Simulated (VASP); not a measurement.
C:

```
C
1.0
     1.22805   -2.12706    0.00000
     1.22805    2.12706    0.00000
     0.00000    0.00000    7.17327
C
4
Direct
  0.08338 0.91662 0.75314
  0.58338 0.41662 0.24686
  0.91662 0.08338 0.24686
  0.41662 0.58338 0.75314
```

| Property | Result |
| --- | --- |
| Program | VASP 6.6.1 |
| Task | relaxation of cell and atoms |
| Functional | PBE |
| Potentials or basis | VASP PAW PBE potentials, release 64 (C) |
| Cutoff | 600 eV |
| k mesh | 12 × 12 × 4 |
| Occupations | gaussian, width 0.1 eV |
| Spin | no spin polarisation |

At the start: pressure 3.8 GPa; volume 9.37 Å³/atom.

Question: How do energy, volume and symmetry change on relaxing?

Answer: Over 22 steps the energy falls by 5.0 meV/atom and the volume is 10.64 Å³/atom (+13.6 %); space group Fmmm (No. 69, to 0.05 Å).

The path:
```csv
step,energy change (eV),largest force (eV/Å),pressure (GPa),volume (Å³)
1,0.0000,0.0255,3.78,37.48
2,0.0197,0.0871,-6.75,38.68
3,-0.0053,0.0156,0.29,37.85
4,-0.0053,0.0149,0.35,37.85
5,-0.0062,0.0449,0.33,37.97
6,-0.0077,0.2175,0.26,38.33
7,-0.0079,0.2871,0.24,38.48
8,-0.0080,0.2850,0.23,38.49
9,-0.0083,0.2787,0.21,38.53
10,-0.0088,0.2661,0.22,38.61
11,-0.0099,0.2409,0.22,38.77
12,-0.0119,0.1909,0.17,39.09
13,-0.0149,0.0920,0.13,39.72
14,-0.0177,0.1018,0.08,40.99
15,-0.0179,0.1651,0.06,41.42
16,-0.0194,0.0562,0.04,41.91
17,-0.0198,0.0011,0.04,42.17
18,-0.0198,0.1126,0.01,42.68
19,-0.0199,0.0501,0.04,42.39
20,-0.0199,0.0635,0.01,42.45
21,-0.0199,0.0566,0.05,42.42
22,-0.0201,0.0046,0.01,42.57
```

Final structure:
```
C
1.0
     1.23357   -2.13693    0.00000
     1.23357    2.13693    0.00000
     0.00000    0.00000    8.07488
C
4
Direct
  0.08335 0.91665 0.75155
  0.58335 0.41665 0.24845
  0.91665 0.08335 0.24845
  0.41665 0.58335 0.75155
```

Caveat: this functional lacks dispersion, which binds the layers, so the pressure and a relaxed spacing across them are unreliable.
